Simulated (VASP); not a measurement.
BN:

```
B N
1.0
     0.00000    1.81300    1.81300
     1.81300    0.00000    1.81300
     1.81300    1.81300    0.00000
B N
1 1
Direct
  0.00000 0.00000 0.00000
  0.75000 0.75000 0.75000
```

Base run:

| Quantity | Value |
| --- | --- |
| Program | VASP 6.6.1 |
| Functional | r2SCAN |
| Potentials or basis | VASP PAW PBE potentials, release 64 (B_h, N_h) |
| Cutoff | 910 eV |
| k mesh | 12 × 12 × 12 |
| Occupations | gaussian, width 0.05 eV |
| Spin | no spin polarisation |

Its results: band gap on the k mesh 4.98 eV, indirect (least direct gap 9.50 eV); pressure -5.7 GPa.

Problem. The run is repeated on the same cell with these changes: potentials or basis from VASP PAW PBE potentials, release 64 (B_h, N_h) to VASP PAW PBE potentials, release 64 (B, N); cutoff from 910 eV to 520 eV. What comes out?

Solution. Band gap on the k mesh 4.96 eV, indirect (least direct gap 9.48 eV); pressure -4.1 GPa.

Caveats: the PAW data sets were made with another functional, which shifts forces and pressure a little; the cutoff is under 1.25 times the usual one of these potentials, so pressure, stress and relaxed cells hold a basis-set (Pulay) error (some runs).

A k mesh can miss the band edges.
